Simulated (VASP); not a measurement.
# Be in VASP: a series of runs

The runs below take Be through electric field gradients, with PBEsol.

Everything below comes from runs of VASP 6.6.1. Logs are shortened: lines on timing, memory, paths and dates and some standing lists are left out, and cuts for length are marked.

**1. The cell of the first run**

It takes space group Im-3m (No. 229, cubic). The conventional cell has a = 2.531 Å, b = 2.531 Å, c = 2.531 Å, α = 90.00°, β = 90.00°, γ = 90.00°. Within 2.9 Å of Be (site symmetry m-3m) lie 14 Be at 2.19 to 2.53 Å.

**2. Electric field gradients, PBEsol (volume scaled by 1.03)**

INCAR

```
ALGO     = Normal         # electronic algorithm
EDIFF    = 1E-8           # SCF threshold, eV
ENCUT    = 520            # plane-wave cutoff, eV
GGA      = PS             # functional
ISIF     = 2              # what is computed and relaxed
ISMEAR   = -1             # smearing method
LASPH    = True           # aspherical terms in the spheres
LCHARG   = False          # write CHGCAR
LEFG     = True         
LREAL    = False          # projectors in reciprocal space
LWAVE    = False          # write WAVECAR
NBANDS   = 7              # bands
NELM     = 80             # most SCF steps
PREC     = Accurate       # precision mode
SIGMA    = 0.03           # smearing width, eV
```

KPOINTS

```
k-points
0
Gamma
  23 23 23
```

POSCAR

```
Be
1.0
   -1.2655288964      1.2655288964      1.2655288964
    1.2655288964     -1.2655288964      1.2655288964
    1.2655288964      1.2655288964     -1.2655288964
Be
1
Direct
    0.0000000000      0.0000000000      0.0000000000
```

Potentials or basis: VASP PAW PBE potentials, release 64 (Be).

The run is started by

```sh
$ cat potpaw_PBE.64/Be/POTCAR > POTCAR
$ mpirun -np 1 vasp_std > vasp.out
```

OUTCAR:

```text
EDIFF = 1E-8
   ENCUT = 520
   GGA = PS
   ISIF = 2
   ISMEAR = -1
   LASPH = True
   LREAL = False
   NELM = 80
   PREC = Accurate

 ion  position               nearest neighbor table
   1  0.000  0.000  0.000-

  LATTYP: Found a body centered cubic cell.
 ALAT       =     2.5310577928

  Lattice vectors:

 A1 = (  -1.2655288964,   1.2655288964,   1.2655288964)
 A2 = (   1.2655288964,  -1.2655288964,   1.2655288964)
 A3 = (   1.2655288964,   1.2655288964,  -1.2655288964)

Analysis of symmetry for initial positions (statically):
=====================================================================
 Subroutine PRICEL returns:
 Original cell was already a primitive cell.

 Routine SETGRP: Setting up the symmetry group for a
 body centered cubic supercell.

 Subroutine GETGRP returns: Found 48 space group operations
 (whereof 48 operations were pure point group operations)
 out of a pool of 48 trial point group operations.

The static configuration has the point symmetry O_h .

Analysis of symmetry for dynamics (positions and initial velocities):
=====================================================================
 Subroutine PRICEL returns:
 Original cell was already a primitive cell.

 Routine SETGRP: Setting up the symmetry group for a
 body centered cubic supercell.

 Subroutine GETGRP returns: Found 48 space group operations
 (whereof 48 operations were pure point group operations)
 out of a pool of 48 trial point group operations.

The dynamic configuration has the point symmetry O_h .

 Subroutine INISYM returns: Found 48 space group operations
 (whereof 48 operations are pure point group operations),
 and found     1 'primitive' translations

----------------------------------------------------------------------------------------

                                     Primitive cell

  volume of cell :       8.1073

  direct lattice vectors                    reciprocal lattice vectors
    -1.265528896  1.265528896  1.265528896     0.000000000  0.395091729  0.395091729
     1.265528896 -1.265528896  1.265528896     0.395091729  0.000000000  0.395091729
     1.265528896  1.265528896 -1.265528896     0.395091729  0.395091729  0.000000000

  length of vectors
[... 108 lines left out ...]
   IVDW    =     0    specifies the selected vdW correction
   LEPSILON=     F    determine dielectric tensor
   LRPA    =     F    only Hartree local field effects (RPA)
 non-spin polarized calculation
  energy-cutoff  :      520.00
  volume of cell :        8.11
 maximum number of plane-waves:       236
   NGX =  9   NGY =  9   NGZ =  9

 number of electron       2.0000000 magnetization

 Free energy of the ion-electron system (eV)
  ---------------------------------------------------
  ext. energy  EPLUGINS =         0.00000000
  ---------------------------------------------------
  free energy    TOTEN  =        -3.89379732 eV

  energy without entropy =       -3.89319257  energy(sigma->0) =       -3.89349495

 E-fermi :   7.6922     XC(G=0): -10.5316

 val. band max:        7.6524598071   @ k =   0.3043   0.2609   0.0870
 cond. band min:       7.7252170149   @ k =  -0.4348   0.4348   0.3913
 fundamental gap:      0.0727572078
 Fermi energy:         7.6922098366

 k-point     1 :       0.0000    0.0000    0.0000
  band No.  band energies     occupation
      1      -4.3941      2.00000
      2      26.5424      0.00000
      3      26.5424      0.00000
      4      26.5424      0.00000
      5      37.7864      0.00000
      6      37.7864      0.00000
      7      37.7864      0.00000
[... 221 lines left out ...]
 k-point    24 :       0.0870    0.0870    0.0000
  band No.  band energies     occupation
      1      -3.6080      2.00000
      2      23.4374      0.00000
      3      23.6412      0.00000
      4      25.2658      0.00000
      5      33.2854      0.00000
      6      33.8334      0.00000
      7      37.9567      0.00000

 [... further k-points ...]
[... 5 lines left out ...]
  --------------------------------------------------------------------------------------
  -------------------------------------------------------------------------------------
  Total       -0.2517060     -0.2517060     -0.2517060      0.0000000      0.0000000     -0.0000000
  in kB      -49.7425372    -49.7425372    -49.7425372      0.0000000      0.0000000     -0.0000000
  external PRESSURE =     -49.7425372 kB  Pullay stress =       0.0000000 kB

 VOLUME and BASIS-vectors are now :
 -----------------------------------------------------------------------------
  energy-cutoff  :      520.00
  volume of cell :        8.11
      direct lattice vectors                 reciprocal lattice vectors
    -1.265528896  1.265528896  1.265528896     0.000000000  0.395091729  0.395091729
     1.265528896 -1.265528896  1.265528896     0.395091729  0.000000000  0.395091729
     1.265528896  1.265528896 -1.265528896     0.395091729  0.395091729  0.000000000

 POSITION                                       TOTAL-FORCE (eV/Angst)
 -----------------------------------------------------------------------------------
      0.00000      0.00000      0.00000        -0.000000      0.000000      0.000000
 -----------------------------------------------------------------------------------
    total drift:                               -0.000000     -0.000000     -0.000000

  FREE ENERGIE OF THE ION-ELECTRON SYSTEM (eV)
  ---------------------------------------------------
  free  energy   TOTEN  =        -3.8937973197 eV

  energy  without entropy=       -3.8931925742  energy(sigma->0) =       -3.89349495

 Electric field gradients (V/A^2)
---------------------------------------------------------------------
 ion       V_xx      V_yy      V_zz      V_xy      V_xz      V_yz
---------------------------------------------------------------------
   1      -0.000    -0.000     0.000     0.000     0.000     0.000
---------------------------------------------------------------------

 Electric field gradients after diagonalization (V/A^2)
 (convention: |V_zz| > |V_xx| > |V_yy|)
----------------------------------------------------------------------
 ion       V_xx      V_yy      V_zz     asymmetry (V_yy - V_xx)/ V_zz
----------------------------------------------------------------------
   1      -0.000    -0.000     0.000       0.000
----------------------------------------------------------------------

           NMR quadrupolar parameters

 Cq : quadrupolar parameter    Cq=e*Q*V_zz/h
 eta: asymmetry parameters     (V_yy - V_xx)/ V_zz
 Q  : nuclear electric quadrupole moment in mb (millibarn)
----------------------------------------------------------------------
 ion       Cq(MHz)       eta       Q (mb)
----------------------------------------------------------------------
   1       0.000       0.000       1.000
----------------------------------------------------------------------
```

OSZICAR:

```text
N       E                     dE             d eps       ncg     rms          rms(c)
DAV:   1    -0.266251946896E+01   -0.26625E+01   -0.10893E+03  5495   0.229E+02
DAV:   2    -0.390408715824E+01   -0.12416E+01   -0.11872E+01  6965   0.249E+01
DAV:   3    -0.390629769342E+01   -0.22105E-02   -0.22086E-02  5866   0.930E-01
DAV:   4    -0.390629809098E+01   -0.39756E-06   -0.39776E-06  7665   0.129E-02
DAV:   5    -0.390629809076E+01    0.21526E-09   -0.64528E-10  5859   0.648E-05    0.784E-01
DAV:   6    -0.389742622384E+01    0.88719E-02   -0.52910E-04  5586   0.249E-01    0.477E-01
DAV:   7    -0.389380383077E+01    0.36224E-02   -0.58468E-04  5390   0.256E-01    0.163E-02
DAV:   8    -0.389379681648E+01    0.70143E-05   -0.14372E-06  6125   0.113E-02    0.297E-03
DAV:   9    -0.389379735389E+01   -0.53740E-06   -0.14079E-07  6265   0.215E-03    0.107E-04
DAV:  10    -0.389379733673E+01    0.17154E-07   -0.16407E-10  5159   0.123E-04    0.474E-05
DAV:  11    -0.389379731973E+01    0.17005E-07   -0.76837E-11  3122   0.921E-05    0.233E-06
DAV:  12    -0.389379731972E+01    0.52154E-11   -0.13112E-12  2765   0.967E-06
   1 F= -.38937973E+01 E0= -.38934949E+01  d E =-.604745E-03
```

Wall time 28 s (1 thread of AMD EPYC 7R13, shared host); peak memory 0.09 GiB.

Results:

| Property | Result |
| --- | --- |
| Free energy | -3.8938 eV |
| Pressure | -5.0 GPa |
| Band gap on the k mesh | zero (band 1 reaches 11.10 eV, above the bottom of band 2 at 6.37 eV) |

Caveat: without QUAD_EFG the Cq values of the log hold for a quadrupole moment of 1 mb, not for the nuclei; the PAW data sets were made with another functional, which shifts forces and pressure a little.

(Continued in part 2 of 2.)
